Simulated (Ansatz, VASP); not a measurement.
# Si2Mo: VASP beside Ansatz

```
Mo Si
1.0
    -1.60000    1.60000    3.93050
     1.60000   -1.60000    3.93050
     1.60000    1.60000   -3.93050
Mo Si
1 2
Direct
  0.00000 0.00000 0.00000
  0.66700 0.66700 0.00000
  0.33300 0.33300 0.00000
```

Alike in both runs: functional PBE; k mesh 12 × 12 × 12; occupations fermi-dirac, width 0.05 eV; no spin polarisation; Hubbard terms Mo d U = 3.0 eV.

|  | VASP | Ansatz |
| --- | --- | --- |
| version | VASP 6.6.1 | Ansatz 0.2.0 |
| potentials or method | VASP PAW PBE potentials, release 64 (Mo_sv, Si) | Ansatz PAW |
| plane-wave cutoff (eV) | 520 | 420 |
| valence electrons in the cell | 22 | 22 |
| task | single point | projected density of states |

Ansatz gave:

```
gap on the k mesh at the Fermi level (eV)                     : none
pressure (GPa)                                                : 1.5
traceless stress, the component that is largest in VASP (GPa) : -1.55
rms of the force components (eV/Å)                            : 0.227
```

Task: What did VASP give for the same quantities?

Result: gap on the k mesh at the Fermi level (eV): none; pressure (GPa): 4.2; traceless stress, the component that is largest in VASP (GPa): -0.96; rms of the force components (eV/Å): 0.179.

The programs project onto different local orbitals, so the same U acts differently, and such runs can settle in different states. Atom by atom the forces differ by 0.048 eV/Å (rms over components). A gap of «none» marks a metal or a gap that the smearing closes.
